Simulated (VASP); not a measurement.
A run of VASP 6.6.1:

INCAR

```
  PREC = Accurate
  ENCUT = 520
  EDIFF = 1E-6
  ISMEAR = 0
  SIGMA = 0.1
  LREAL = F
  LASPH = T
  NELM = 100
  ALGO = Fast
  ISIF = 2
  LWAVE = F
  LCHARG = F
  GGA = PE
  NBANDS = 21
```

Contents of KPOINTS:

```
Automatic mesh
0
Gamma
  16 16 16
```

The input POSCAR:

```
MoPb
1.0
    3.4111083708      0.0000000000      0.0000000000
    0.0000000000      3.4111083708      0.0000000000
    0.0000000000      0.0000000000      3.4111083708
Mo Pb
1 1
Direct
    0.0000000000      0.0000000000      0.0000000000
    0.5000000000      0.5000000000      0.5000000000
```

Potentials or basis: VASP PAW PBE potentials, release 64 (Mo_sv, Pb_d).

Run with:

```bash
$ cat potpaw_PBE.64/Mo_sv/POTCAR potpaw_PBE.64/Pb_d/POTCAR > POTCAR
$ mpirun -np 1 vasp_std > vasp.out
```

Hardware: 1 thread of Intel(R) Xeon(R) 6975P-C (Granite Rapids), on a shared host.

Problem. How long does it take, and how much memory?

Solution. Run time: 59 s on 1 thread of Intel(R) Xeon(R) 6975P-C (Granite Rapids) (shared host), peak memory 0.26 GiB. Counts: scf iterations 15, k points 165.
